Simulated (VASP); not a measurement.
# Co (P6/mmm) in VASP: further runs

Runs on Co. Level: LDA. Tasks: relaxation of cell and atoms.

All numbers are computed with VASP 6.6.1; they aren't measurements. Logs are shortened: lines on timing, memory, paths and dates and some standing lists are left out, and cuts for length are marked.

## Step 1: The cell of the first run

The structure is hexagonal, space group P6/mmm (No. 191). The conventional cell has a = 3.527 Å, b = 3.527 Å, c = 2.187 Å, α = 90.00°, β = 90.00°, γ = 120.00°. Co (site symmetry 6/mmm) has 14 Co at 2.19 to 2.31 Å within 2.9 Å. Within 2.7 Å of Co (site symmetry -6m2) lie 11 Co at 2.04 to 2.31 Å.

## Step 2: Relaxation of cell and atoms, LDA, collinear spin, ferromagnetic start, target pressure 100 GPa, at which the enthalpy is minimised

Input file INCAR:

```
ALGO = Normal ; EDIFF = 1E-7
EDIFFG = -0.005 ; ENCUT = 600
IBRION = 2 ; ISIF = 3
ISMEAR = -1 ; ISPIN = 2
LASPH = T ; LCHARG = F
LMAXMIX = 4 ; LORBIT = 11
LREAL = F ; LWAVE = F
MAGMOM = 1.7 1.7 1.7 ; NELM = 150
NSW = 60 ; PREC = Accurate
PSTRESS = 1000.0 ; SIGMA = 0.1
```

Input file KPOINTS:

```
k-points
0
Gamma
  10 10 14
```

Input file POSCAR:

```
Co
1.0
    3.5269397353      0.0000000000      0.0000000000
   -1.7634698677      3.0544194084      0.0000000000
    0.0000000000      0.0000000000      2.1867026359
Co
3
Direct
    0.0000000000      0.0000000000      0.0000000000
    0.3333333333      0.6666666667      0.5000000000
    0.6666666667      0.3333333333      0.5000000000
```

Potentials or basis: VASP PAW LDA potentials, release 64 (Co).

Run with:

```bash
cat potpaw_LDA.64/Co/POTCAR > POTCAR
mpirun -np 1 vasp_std > vasp.out
```

OUTCAR:

```text
EDIFF = 1E-7
   EDIFFG = -0.005
   ENCUT = 600
   IBRION = 2
   ISIF = 3
   ISMEAR = -1
   ISPIN = 2
   LASPH = T
   LORBIT = 11
   LREAL = F
   NELM = 150
   NSW = 60
   PREC = Accurate
   PSTRESS = 1000.0

 ion  position               nearest neighbor table
   1  0.000  0.000  0.000-   2 2.31   3 2.31   2 2.31   3 2.31   3 2.31   3 2.31   2 2.31   2 2.31
                             3 2.31   3 2.31   2 2.31   2 2.31
   2  0.333  0.667  0.500-   3 2.04   3 2.04   3 2.04   1 2.31   1 2.31   1 2.31   1 2.31   1 2.31
                             1 2.31   3 2.99   3 2.99   3 2.99   3 2.99   3 2.99   3 2.99
   3  0.667  0.333  0.500-   2 2.04   2 2.04   2 2.04   1 2.31   1 2.31   1 2.31   1 2.31   1 2.31
                             1 2.31   2 2.99   2 2.99   2 2.99   2 2.99   2 2.99   2 2.99

  LATTYP: Found a hexagonal cell.
 ALAT       =     3.5269397353
 C/A-ratio  =     0.6200000000

  Lattice vectors:

 A1 = (   3.5269397353,   0.0000000000,   0.0000000000)
 A2 = (  -1.7634698677,   3.0544194084,   0.0000000000)
 A3 = (   0.0000000000,   0.0000000000,   2.1867026359)

Analysis of symmetry for initial positions (statically):
=====================================================================
 Subroutine PRICEL returns:
 Original cell was already a primitive cell.

 Routine SETGRP: Setting up the symmetry group for a
 hexagonal supercell.

 Subroutine GETGRP returns: Found 24 space group operations
 (whereof 24 operations were pure point group operations)
 out of a pool of 24 trial point group operations.

The static configuration has the point symmetry D_6h.

Analysis of symmetry for dynamics (positions and initial velocities):
=====================================================================
 Subroutine PRICEL returns:
 Original cell was already a primitive cell.

 Routine SETGRP: Setting up the symmetry group for a
 hexagonal supercell.

 Subroutine GETGRP returns: Found 24 space group operations
 (whereof 24 operations were pure point group operations)
 out of a pool of 24 trial point group operations.

The dynamic configuration has the point symmetry D_6h.

Analysis of structural, dynamic, and magnetic symmetry:
=====================================================================
 Subroutine PRICEL returns:
 Original cell was already a primitive cell.

 Routine SETGRP: Setting up the symmetry group for a
 hexagonal supercell.

 Subroutine GETGRP returns: Found 24 space group operations
 (whereof 24 operations were pure point group operations)
 out of a pool of 24 trial point group operations.

[... 114 lines left out ...]
   NUPDOWN=      -1.0000    fix difference up-down
   EMIN   =  10.00;   EMAX   =-10.00  energy-range for DOS
   EFERMI =   0.00;   METHOD = LEGACY
   ISMEAR =    -1;   SIGMA  =   0.10  broadening in eV -4-tet -1-fermi 0-gaus
   EFERMI_NEDOS =   21; number of points for ismear=-14 and -15
   IALGO  =     38    algorithm
   IMIX   =      4    mixing-type and parameters
     AMIX     =   0.40;   BMIX     =  1.00
     AMIX_MAG =   1.60;   BMIX_MAG =  1.00
  volume/ion in A,a.u.               =       7.85        52.99
  Fermi-wavevector in a.u.,A,eV,Ry     =   1.713263  3.237597 39.936757  2.935269
  Thomas-Fermi vector in A             =   2.791039
   LORBIT       =     11    0 simple, 1 ext, 2 COOP (PROOUT), +10 PAW based schemes
   GGA     = CA    functional components
   LHFCALC =     F    Hartree Fock is set to
   AEXX    =    0.0000 exact exchange contribution
   IVDW    =     0    specifies the selected vdW correction
   LEPSILON=     F    determine dielectric tensor
   LRPA    =     F    only Hartree local field effects (RPA)
 conjugate gradient relaxation of ions
 spin polarized calculation
  energy-cutoff  :      600.00
  volume of cell :       23.56
 maximum number of plane-waves:       799
   NGX = 15   NGY = 15   NGZ =  9

--------------------------------------- Ionic step        1  -------------------------------------------

 number of electron      27.0000010 magnetization       2.4037644

 Free energy of the ion-electron system (eV)
  ---------------------------------------------------
  ext. energy  EPLUGINS =         0.00000000
  ---------------------------------------------------
  free energy    TOTEN  =       -22.17080565 eV

  energy without entropy =      -22.00369167  energy(sigma->0) =      -22.08724866

------------------------ aborting loop because EDIFF is reached ----------------------------------------

  FORCE on cell =-STRESS in cart. coord.  units (eV):
  Direction    XX          YY          ZZ          XY          YZ          ZX
  --------------------------------------------------------------------------------------
  -------------------------------------------------------------------------------------
  Total       17.5100943     17.5100943     15.3763695     -0.0000000      0.0000000     -0.0000000
  in kB     1190.9201143   1190.9201143   1045.7983477     -0.0000000      0.0000000     -0.0000000
  external PRESSURE =     142.5461921 kB  Pullay stress =    1000.0000000 kB
[... 299 lines left out ...]
--------------------------------------- Ionic step        9  -------------------------------------------

 number of electron      27.0000008 magnetization       2.7822855

 Free energy of the ion-electron system (eV)
  ---------------------------------------------------
  ext. energy  EPLUGINS =         0.00000000
  ---------------------------------------------------
  free energy    TOTEN  =       -22.51874752 eV

  energy without entropy =      -22.35857856  energy(sigma->0) =      -22.43866304

 E-fermi :  15.2528     XC(G=0): -15.5986

 val. band max:       15.2526534236   @ k =   0.3000   0.3000   0.2143
 cond. band min:      15.2545539842   @ k =   0.4000   0.2000   0.2857
 fundamental gap:      0.0019005606
 Fermi energy:        15.2528279496

 spin component 1

 k-point     1 :       0.0000    0.0000    0.0000
  band No.  band energies     occupation
      1       4.2815      1.00000
      2       8.7995      1.00000
      3      10.8045      1.00000
      4      10.8045      1.00000
      5      10.8355      1.00000
      6      10.8355      1.00000
[... 541 lines left out ...]
     19      25.9796      0.00000
     20      32.5227      0.00000

 [... further k-points ...]

 spin component 2

 k-point     1 :       0.0000    0.0000    0.0000
  band No.  band energies     occupation
      1       4.4440      1.00000
      2       9.4034      1.00000
      3      11.4117      1.00000
      4      11.4117      1.00000
      5      11.4543      1.00000
      6      11.4543      1.00000
[... 577 lines left out ...]
  energy  without entropy=      -22.3585785563  energy(sigma->0) =      -22.43866304

  enthalpy is  TOTEN    =        -7.5015693738 eV   P V=       15.0171781419

 reached required accuracy - stopping structural energy minimisation

 total charge

# of ion       s       p       d       tot
------------------------------------------
    1        0.621   0.824   7.556   9.001
    2        0.656   0.848   7.618   9.123
    3        0.656   0.848   7.618   9.123
--------------------------------------------------
tot          1.934   2.520  22.793  27.247

 magnetization (x)

# of ion       s       p       d       tot
------------------------------------------
    1       -0.004  -0.024   1.031   1.003
    2       -0.005  -0.019   0.880   0.855
    3       -0.005  -0.019   0.880   0.855
--------------------------------------------------
tot         -0.014  -0.063   2.790   2.713
```

Run time: 22 min. Hardware: 1 thread of AMD EPYC 7R13, shared host; peak memory 0.19 GiB.

What came out:

```yaml
Free_energy: -22.5187 eV
Relaxed_volume: 8.02 Å³/atom
Relaxed_cell: a = 3.572 Å, b = 3.572 Å, c = 2.178 Å, α = 90.00°, β = 90.00°, γ = 120.00°
Space_group_after_relaxing_to_0.05_Å: P6/mmm (No. 191)
Energy_change_on_relaxing_the_enthalpy_is_what_falls: -116.0 meV/atom
Ionic_steps: 9
Pressure_after_relaxing: 100.0 GPa
Net_moment: 2.78 μB per cell
Site_moments: Co +1.00, +0.85 μB
```

The path:
```tsv
step	energy change (eV)	largest force (eV/Å)	pressure (GPa)	volume (Å³)
1	0.0000	0.0000	114.25	23.56
2	-1.2725	0.0000	56.12	26.01
3	-0.3988	0.0000	97.79	24.15
4	-0.3840	0.0000	98.43	24.12
5	-0.3097	0.0000	101.50	24.00
6	-0.3463	0.0000	100.11	24.06
7	-0.3455	0.0000	100.09	24.06
8	-0.3528	0.0000	99.77	24.07
9	-0.3479	0.0000	99.99	24.06
```

Final structure:
```
CELL_PARAMETERS angstrom
3.57191 0.00000 0.00000
-1.78595 3.09336 0.00000
0.00000 0.00000 2.17755
ATOMIC_POSITIONS crystal
Co 0.00000 0.00000 0.00000
Co 0.33333 0.66667 0.50000
Co 0.66667 0.33333 0.50000
```

Levels at points of the mesh, in eV from the Fermi level:
Spin up:
```tsv
k point	band 12	band 13	band 14	band 15	band 16	band 17	band 18	band 19
(0.00, 0.00, 0.00)	-1.92	-1.84	-1.84	0.19	0.19	8.57	8.57	8.60
(0.50, 0.00, 0.00)	-0.68	-0.39	-0.34	-0.34	-0.06	0.11	0.28	10.06
(0.00, 0.00, 0.50)	-0.55	-0.10	-0.10	0.97	2.13	3.43	12.53	13.29
(0.50, 0.00, 0.50)	-0.74	-0.40	0.04	0.62	2.43	3.31	7.50	9.09
```
Spin down:
```tsv
k point	band 9	band 10	band 11	band 12	band 13	band 14	band 15	band 16
(0.00, 0.00, 0.00)	-1.84	-1.84	-0.95	-0.95	-0.86	-0.86	1.26	1.26
(0.50, 0.00, 0.00)	-1.91	-0.77	-0.69	0.27	0.28	0.66	0.70	0.71
(0.00, 0.00, 0.50)	-1.93	-1.93	0.53	0.53	0.87	0.87	1.78	3.04
(0.50, 0.00, 0.50)	-1.78	-0.95	-0.67	0.11	0.67	1.11	1.49	2.91
```

Caveat: the cell is relaxed towards a set pressure, so the enthalpy falls and the energy may rise.

(Part 1 of 2 ends here.)
